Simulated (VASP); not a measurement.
# Cu in VASP: single point with PBE+D3(BJ)

Aim: the single point of Cu with PBE+D3(BJ).

Everything below comes from runs of VASP 6.6.1. Logs are shortened: lines on timing, memory, paths and dates and some standing lists are left out, and cuts for length are marked.

### Step 1. The cell of the first run

The cell holds a slab with vacuum, 12 atoms: a = 5.041 Å, b = 5.041 Å, c = 21.116 Å, α = 90.00°, β = 90.00°, γ = 120.00°.

### Step 2. Single point, PBE+D3(BJ)

The input, INCAR:

```
SYSTEM = Cu
ALGO = Fast
DIPOL = 0.5 0.5 0.501
EDIFF = 1E-6
ENCUT = 520
GGA = PE
IDIPOL = 3
ISIF = 2
ISMEAR = 0
IVDW = 12
LASPH = .TRUE.
LCHARG = .FALSE.
LDIPOL = .TRUE.
LREAL = .FALSE.
LWAVE = .FALSE.
NBANDS = 78
NELM = 60
PREC = Accurate
SIGMA = 0.1
```

The input, KPOINTS:

```
k-points
0
G
  6 6 1
  0 0 0
```

The input, POSCAR:

```
Cu
1.0
    5.0409715241      0.0000000000      0.0000000000
   -2.5204857621      4.3656093996      0.0000000000
    0.0000000000      0.0000000000     21.1160119731
Cu
12
Direct
    0.1666666667      0.3333333333      0.4025381313
    0.1666666667      0.8333333333      0.4025381313
    0.6666666667      0.3333333333      0.4025381313
    0.6666666667      0.8333333333      0.4025381313
    0.3333333333      0.1666666667      0.5009138548
    0.3333333333      0.6666666667      0.5009138548
    0.8333333333      0.1666666667      0.5009138548
    0.8333333333      0.6666666667      0.5009138548
    0.1666666667      0.3333333333      0.5992884263
    0.1666666667      0.8333333333      0.5992884263
    0.6666666667      0.3333333333      0.5992884263
    0.6666666667      0.8333333333      0.5992884263
```

Potentials or basis: VASP PAW PBE potentials, release 64 (Cu).

Launch:

```sh
> cat potpaw_PBE.64/Cu/POTCAR > POTCAR
> mpirun -np 1 vasp_std > vasp.out
```

OUTCAR:

```text
SYSTEM = Cu
   EDIFF = 1E-6
   ENCUT = 520
   GGA = PE
   ISIF = 2
   ISMEAR = 0
   IVDW = 12
   LASPH = .TRUE.
   LREAL = .FALSE.
   NELM = 60
   PREC = Accurate
 IVDW          = 12

 ion  position               nearest neighbor table
   1  0.167  0.333  0.403-   4 2.52   4 2.52   3 2.52   3 2.52   2 2.52   2 2.52   5 2.54   7 2.54
                             6 2.54
   2  0.167  0.833  0.403-   3 2.52   3 2.52   4 2.52   4 2.52   1 2.52   1 2.52   6 2.54   8 2.54
                             5 2.54
   3  0.667  0.333  0.403-   2 2.52   2 2.52   1 2.52   1 2.52   4 2.52   4 2.52   7 2.54   5 2.54
                             8 2.54
   4  0.667  0.833  0.403-   1 2.52   1 2.52   2 2.52   2 2.52   3 2.52   3 2.52   8 2.54   6 2.54
                             7 2.54
   5  0.333  0.167  0.501-   8 2.52   8 2.52   7 2.52   7 2.52   6 2.52   6 2.52   9 2.54  11 2.54
                            10 2.54   1 2.54   3 2.54   2 2.54
   6  0.333  0.667  0.501-   7 2.52   7 2.52   8 2.52   8 2.52   5 2.52   5 2.52  10 2.54  12 2.54
                             9 2.54   2 2.54   4 2.54   1 2.54
   7  0.833  0.167  0.501-   6 2.52   6 2.52   5 2.52   5 2.52   8 2.52   8 2.52  11 2.54   9 2.54
                            12 2.54   3 2.54   1 2.54   4 2.54
   8  0.833  0.667  0.501-   5 2.52   5 2.52   6 2.52   6 2.52   7 2.52   7 2.52  12 2.54  10 2.54
                            11 2.54   4 2.54   2 2.54   3 2.54
   9  0.167  0.333  0.599-  12 2.52  12 2.52  11 2.52  11 2.52  10 2.52  10 2.52   5 2.54   7 2.54
[... 14 lines left out ...]
 A1 = (   5.0409715241,   0.0000000000,   0.0000000000)
 A2 = (  -2.5204857621,   4.3656093996,   0.0000000000)
 A3 = (   0.0000000000,   0.0000000000,  21.1160119731)

Analysis of symmetry for initial positions (statically):
=====================================================================
 Subroutine PRICEL returns following result:

  LATTYP: Found a hexagonal cell.
 ALAT       =     2.5204857620
 C/A-ratio  =     8.3777549118

  Lattice vectors:

 A1 = (   2.5204857620,   0.0000000000,   0.0000000000)
 A2 = (  -1.2602428810,   2.1828046998,   0.0000000000)
 A3 = (   0.0000000000,   0.0000000000,  21.1160119731)

   4 primitive cells build up your supercell.

 Routine SETGRP: Setting up the symmetry group for a
 hexagonal supercell.

 Subroutine GETGRP returns: Found 12 space group operations
 (whereof  6 operations were pure point group operations)
 out of a pool of 24 trial point group operations.

The static configuration has the point symmetry C_3v.
 The point group associated with its full space group is D_3h.

Analysis of symmetry for dynamics (positions and initial velocities):
=====================================================================
 Subroutine PRICEL returns following result:

  LATTYP: Found a hexagonal cell.
 ALAT       =     2.5204857620
[... 127 lines left out ...]
   GGA     = PE    functional components
   LHFCALC =     F    Hartree Fock is set to
   AEXX    =    0.0000 exact exchange contribution
   IVDW    =    12    specifies the selected vdW correction
   LEPSILON=     F    determine dielectric tensor
   LRPA    =     F    only Hartree local field effects (RPA)
 non-spin polarized calculation
 RMM-DIIS sequential band-by-band and
 Gauss-broadening in eV      SIGMA  =   0.10
  energy-cutoff  :      520.00
  volume of cell :      464.70
 maximum number of plane-waves:     12583
 NGX is ok and might be reduce to    40
   NGX = 19   NGY = 19   NGZ = 79

 dipolmoment           0.000000      0.000000      0.000007 electrons x Angstroem

 number of electron     131.9999948 magnetization

 dipolmoment           0.000000      0.000000     -0.000196 electrons x Angstroem

 Free energy of the ion-electron system (eV)
  ---------------------------------------------------
  ext. energy  EPLUGINS =         0.00000000
  ---------------------------------------------------
  free energy    TOTEN  =       -40.92628208 eV

  energy without entropy =      -40.85981897  energy(sigma->0) =      -40.89305053

 E-fermi :  -0.9884     XC(G=0):  -4.6839

 val. band max:       -0.9992989414   @ k =   0.3333   0.1667   0.0000
 cond. band min:      -0.9594049893   @ k =   0.3333   0.0000   0.0000
 fundamental gap:      0.0398939521
 Fermi energy:        -0.9883970706

 k-point     1 :       0.0000    0.0000    0.0000
  band No.  band energies     occupation
      1      -9.8443      2.00000
      2      -7.8064      2.00000
      3      -6.3474      2.00000
      4      -5.9125      2.00000
      5      -5.9125      2.00000
      6      -5.9125      2.00000
[... 556 lines left out ...]
     77       4.7955      0.00000
     78       5.6200      0.00000

------------------------ aborting loop because EDIFF is reached ----------------------------------------

 vacuum level on the upper side and lower side of the slab       (xc-potential included)        -0.113        -0.111

 Edisp (eV)   -4.72243

 E8    (eV) :    -2.1268

  FORCE on cell =-STRESS in cart. coord.  units (eV):
  Direction    XX          YY          ZZ          XY          YZ          ZX
  --------------------------------------------------------------------------------------
  -------------------------------------------------------------------------------------
  Total      -3.79347    -3.79347     0.18915     0.00000     0.00000     0.00000
  in kB     -13.07905   -13.07905     0.65215     0.00000     0.00000     0.00000
  external pressure =       -8.50 kB  Pullay stress =        0.00 kB

 VOLUME and BASIS-vectors are now :
 -----------------------------------------------------------------------------
  energy-cutoff  :      520.00
  volume of cell :      464.70
      direct lattice vectors                 reciprocal lattice vectors
     5.040971524  0.000000000  0.000000000     0.198374459  0.114531547  0.000000000
    -2.520485762  4.365609400  0.000000000     0.000000000  0.229063095  0.000000000
     0.000000000  0.000000000 21.116011973     0.000000000  0.000000000  0.047357427

 POSITION                                       TOTAL-FORCE (eV/Angst)
 -----------------------------------------------------------------------------------
      0.00000      1.45520      8.50000        -0.000000      0.000000     -0.019774
     -1.26024      3.63801      8.50000         0.000000     -0.000000     -0.019774
      2.52049      1.45520      8.50000        -0.000000      0.000000     -0.019774
      1.26024      3.63801      8.50000         0.000000     -0.000000     -0.019774
      1.26024      0.72760     10.57730         0.000000     -0.000000     -0.000000
     -0.00000      2.91041     10.57730         0.000000     -0.000000     -0.000000
      3.78073      0.72760     10.57730         0.000000     -0.000000     -0.000000
      2.52049      2.91041     10.57730         0.000000     -0.000000     -0.000000
      0.00000      1.45520     12.65458        -0.000000      0.000000      0.019774
     -1.26024      3.63801     12.65458        -0.000000      0.000000      0.019774
      2.52049      1.45520     12.65458        -0.000000      0.000000      0.019774
      1.26024      3.63801     12.65458        -0.000000      0.000000      0.019774
 -----------------------------------------------------------------------------------
    total drift:                                0.000002     -0.000003     -0.039752

  FREE ENERGIE OF THE ION-ELECTRON SYSTEM (eV)
  ---------------------------------------------------
  free  energy   TOTEN  =       -45.6487084700 eV

  energy  without entropy=      -45.5822453632  energy(sigma->0) =      -45.61547692

 vacuum level on the upper side and lower side of the slab         3.757         3.759
```

OSZICAR:

```text
N       E                     dE             d eps       ncg     rms          rms(c)
DAV:   1     0.118835663140E+04    0.11884E+04   -0.55942E+04  1092   0.199E+03
DAV:   2     0.851015767363E+02   -0.11033E+04   -0.10717E+04  1092   0.430E+02
DAV:   3    -0.445003431245E+02   -0.12960E+03   -0.12150E+03  1152   0.204E+02
DAV:   4    -0.504674524421E+02   -0.59671E+01   -0.58752E+01  1172   0.580E+01
[... 16 lines left out ...]
RMM:  21    -0.409262662856E+02   -0.97431E-05   -0.15690E-06   704   0.859E-03    0.440E-04
RMM:  22    -0.409262740824E+02   -0.77967E-05   -0.45437E-07   669   0.357E-03    0.623E-04
RMM:  23    -0.409262801689E+02   -0.60865E-05   -0.49023E-07   675   0.485E-03    0.801E-04
RMM:  24    -0.409262815225E+02   -0.13536E-05   -0.15547E-07   649   0.317E-03    0.261E-04
RMM:  25    -0.409262820811E+02   -0.55860E-06   -0.70193E-08   643   0.208E-03
   1 F= -.45648708E+02 E0= -.45615477E+02  d E =-.664631E-01
```

stdout:

```text
POSCAR found type information on POSCAR Cu
 POSCAR found :  1 types and      12 ions
 scaLAPACK will be used
 LDA part: xc-table for (Slater+PW92), standard interpolation
 POSCAR, INCAR and KPOINTS ok, starting setup
 FFT: planning ... GRIDC
 FFT: planning ... GRID_SOFT
 FFT: planning ... GRID
 WAVECAR not read
 entering main loop
```

Wall time 6.3 min (1 thread of Intel Xeon 6975P-C (Granite Rapids), shared host); peak memory 0.61 GiB.

What came out:

```yaml
Free_energy: -45.6487 eV
Largest_force: 0.020 eV/Å
Band_gap_on_the_k_mesh: zero (bands 66 and 67 overlap by 0.53 eV)
Dispersion_energy_per_atom: -0.394 eV
```

Forces on the atoms (eV/Å):
```
Cu   0.000  0.000 -0.020
Cu   0.000  0.000 -0.020
Cu   0.000  0.000 -0.020
Cu   0.000  0.000 -0.020
Cu   0.000  0.000  0.000
Cu   0.000  0.000  0.000
Cu   0.000  0.000  0.000
Cu   0.000  0.000  0.000
Cu   0.000  0.000  0.020
Cu   0.000  0.000  0.020
Cu   0.000  0.000  0.020
Cu   0.000  0.000  0.020
```
